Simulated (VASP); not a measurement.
Wanted: the native input for a VASP 6.6.1 run.

```yaml
Task: single point
Functional: r2SCAN
Potentials_or_basis: VASP PAW PBE potentials, release 64 (Cd)
Cutoff: 550 eV
k_mesh: 18 × 18 × 18
Occupations: fermi-dirac, width 0.1 eV
Spin: no spin polarisation
Dipole_correction: no
Further_INCAR_settings: ALGO = Normal; EDIFF = 1e-06; NBANDS = 12
```

Crystal: Cd.

```
CELL_PARAMETERS angstrom
2.94064 0.00000 0.00000
0.00000 2.94064 0.00000
0.00000 0.00000 2.94064
ATOMIC_POSITIONS crystal
Cd 0.00000 0.00000 0.00000
```

This isn't the form of Cd at room conditions, which is hcp.

One way to write it, as run:

POSCAR

```
Cd
1.0
    2.9406369548      0.0000000000      0.0000000000
    0.0000000000      2.9406369548      0.0000000000
    0.0000000000      0.0000000000      2.9406369548
Cd
1
Direct
    0.0000000000      0.0000000000      0.0000000000
```

INCAR.step1

```
SYSTEM = Cd
PREC     = Accurate       ! precision mode
ENCUT    = 550            ! plane-wave cutoff, eV
ISMEAR   = -1             ! smearing method
SIGMA    = 0.1            ! smearing width, eV
LREAL    = .False.        ! projectors in reciprocal space
LASPH    = .True.         ! aspherical terms in the spheres
NELM     = 120            ! most SCF steps
NBANDS   = 12             ! bands
GGA      = PE             ! functional
ALGO     = Normal         ! electronic algorithm
EDIFF    = 1E-5           ! SCF threshold, eV
LWAVE    = .True.         ! write WAVECAR
LCHARG   = .False.        ! write CHGCAR
GGA_COMPAT= .False.
```

INCAR.step2

```
SYSTEM = Cd
PREC     = Accurate       ! precision mode
ENCUT    = 550            ! plane-wave cutoff, eV
EDIFF    = 1E-6           ! SCF threshold, eV
ISMEAR   = -1             ! smearing method
SIGMA    = 0.1            ! smearing width, eV
LREAL    = .False.        ! projectors in reciprocal space
LASPH    = .True.         ! aspherical terms in the spheres
NELM     = 120            ! most SCF steps
ALGO     = Normal         ! electronic algorithm
ISIF     = 2              ! what is computed and relaxed
LWAVE    = .False.        ! write WAVECAR
LCHARG   = .False.        ! write CHGCAR
METAGGA  = R2SCAN         ! meta-GGA
LMIXTAU  = .True.       
NBANDS   = 12             ! bands
ISTART   = 1            
GGA_COMPAT= .False.
```

KPOINTS

```
Automatic mesh
0
Gamma
  18 18 18
  0 0 0
```

Potentials or basis: VASP PAW PBE potentials, release 64 (Cd).

Run with:

```bash
$ cat potpaw_PBE.64/Cd/POTCAR > POTCAR
$ cp INCAR.step1 INCAR
$ mpirun -np 1 vasp_std > vasp.out
$ cp INCAR.step2 INCAR
$ mpirun -np 1 vasp_std > vasp.out
```

Results of the run:

| Item | Value |
| --- | --- |
| Pressure | 0.4 GPa |
| Band gap on the k mesh | zero (bands 6 and 7 overlap by 7.08 eV) |

Caveat: the PAW data sets were made with another functional, which shifts forces and pressure a little.

Run time: 53 s on 1 thread of Intel(R) Xeon(R) 6975P-C (Granite Rapids), on a shared host, peak memory 0.19 GiB.
